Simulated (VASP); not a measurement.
Here is a VASP 6.6.1 calculation.

Contents of INCAR:

```
PREC     = Accurate       # precision mode
ENCUT    = 520            # plane-wave cutoff, eV
EDIFF    = 1E-7           # SCF threshold, eV
ISMEAR   = -1             # smearing method
SIGMA    = 0.1            # smearing width, eV
LREAL    = F              # projectors in reciprocal space
LASPH    = T              # aspherical terms in the spheres
NELM     = 100            # most SCF steps
ALGO     = Normal         # electronic algorithm
ISIF     = 2              # what is computed and relaxed
LWAVE    = F              # write WAVECAR
LCHARG   = F              # write CHGCAR
GGA      = PS             # functional
NBANDS   = 26             # bands
```

The input KPOINTS:

```
regular mesh
0
Gamma
  9 9 13
```

Contents of POSCAR:

```
In
1.0
    5.2605294949      0.0000000000      0.0000000000
   -2.6302647475      4.5557521800      0.0000000000
    0.0000000000      0.0000000000      3.2469032438
In
3
Direct
    0.0000000000      1.0000000000      0.0000000000
    0.3333333333      0.6666666667      0.5000000000
    0.6666666667      0.3333333333      0.5000000000
```

Potentials or basis: VASP PAW PBE potentials, release 64 (In_d).

The run is started by

```console
$ cat potpaw_PBE.64/In_d/POTCAR > POTCAR
$ mpirun -np 1 vasp_std > vasp.out
```

Question: Predict the pressure.

Answer: 0.1 GPa.

Question: Estimate the band gap on the k mesh.

Answer: Zero (an odd number of electrons rules out a gap without spin polarisation).

Stress tensor (GPa, compression positive):
```
 0.67  0.00  0.00
 0.00  0.67  0.00
 0.00  0.00 -1.04
```

Caveat: the PAW data sets were made with another functional, which shifts forces and pressure a little; spin-orbit coupling is left out, which moves the levels of the heavy elements.
